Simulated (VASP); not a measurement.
A run of VASP 6.6.1 is set up as follows.

File INCAR:

```
SYSTEM = H4C
PREC = Accurate ; ENCUT = 520
EDIFF = 1E-7 ; ISMEAR = -1
SIGMA = 0.05 ; LREAL = Auto
LASPH = .True. ; NELM = 100
ALGO = Normal ; ISIF = 2
LWAVE = .False. ; LCHARG = .True.
GGA = PE ; IVDW = 12
LELF = .True. ; LVHAR = .True.
NBANDS = 58
```

Contents of KPOINTS:

```
Automatic mesh
0
Gamma
  1 1 1
  0 0 0
```

Contents of POSCAR:

```
H4C
1.0
    7.8729940000      0.0000000000      0.0000000000
    0.0000000000      7.8729940000      0.0000000000
    0.0000000000      0.0000000000      7.8729940000
C H
8 32
Direct
    0.5118510188      1.0049798082      0.6610318768
    0.5893691777      0.8304464604      0.6875021116
    0.0888353274      0.8322754977      0.3828530798
    0.2183540341      0.9016391985      0.2444305178
    0.5070116909      0.3923158077      0.0068715917
    0.6405441183      0.2635083934      0.0634066278
    0.8784205856      0.3221137981      0.4916172932
    1.0704695063      0.3239682388      0.4735047429
    0.4382449675      1.0052465428      0.5508577804
    0.4449514378      1.0511248961      0.7707233106
    0.6190148246      1.0888233879      0.6525852808
    0.7001656549      0.8285031082      0.7679924562
    0.4922904806      0.7449135615      0.7125751652
    0.6200690614      0.7866892824      0.5589614320
    0.1169567765      0.7048398614      0.4345868929
    0.0917313032      0.9086886133      0.4972568250
   -0.0394767226      0.8314625922      0.3382448913
    0.1791059411      1.0387788940      0.2205133142
    0.3589485779      0.8983748749      0.2686144559
    0.2029088299      0.8309164214      0.1252001462
    0.5648422951      0.5003941321     -0.0696558387
    0.4016515191      0.3478346357     -0.0645624778
    0.4476314856      0.4550238448      0.1129176524
    0.6256831899      0.1477455718      0.1459546394
    0.6921763182      0.2043441161     -0.0528515581
    0.7573992816      0.3404676798      0.1151150376
    0.8376609966      0.3074687978      0.6273598075
    0.8360478872      0.4418014290      0.4457262383
    0.8245274923      0.2307635443      0.4071132278
    1.1047131498      0.2996064775      0.3375844056
    1.1284906352      0.4433764334      0.4861936895
    1.1366577950      0.2339135531      0.5672175033
    0.0438587912      0.5291760669      0.1487744053
    0.0208052997      0.5024009926      0.0705703574
    0.6812401991     -0.2428809167      0.1098565552
    0.6265087970     -0.3275882085      0.0997714465
    0.1963039728      0.5376226630      0.7465266708
    0.2455355612      0.6097045165      0.7389818918
   -0.0090308719     -0.0306490771      0.8726667390
    0.0442144374     -0.1062746904      0.8770361060
```

Potentials or basis: VASP PAW PBE potentials, release 64 (C, H).

Command:

```console
$ cat potpaw_PBE.64/C/POTCAR potpaw_PBE.64/H/POTCAR > POTCAR
$ mpirun -np 1 vasp_gam > vasp.out
```

(1) Predict the pressure.

(2) Predict the band gap on the k mesh.

(3) Estimate the dispersion energy per atom.

(4) Estimate the largest force.

Results:

(1) 0.8 GPa.

(2) 6.94 eV.

(3) -0.027 eV.

(4) 3.298 eV/Å.

Caveat: the k points lie up to 0.80 Å⁻¹ apart.
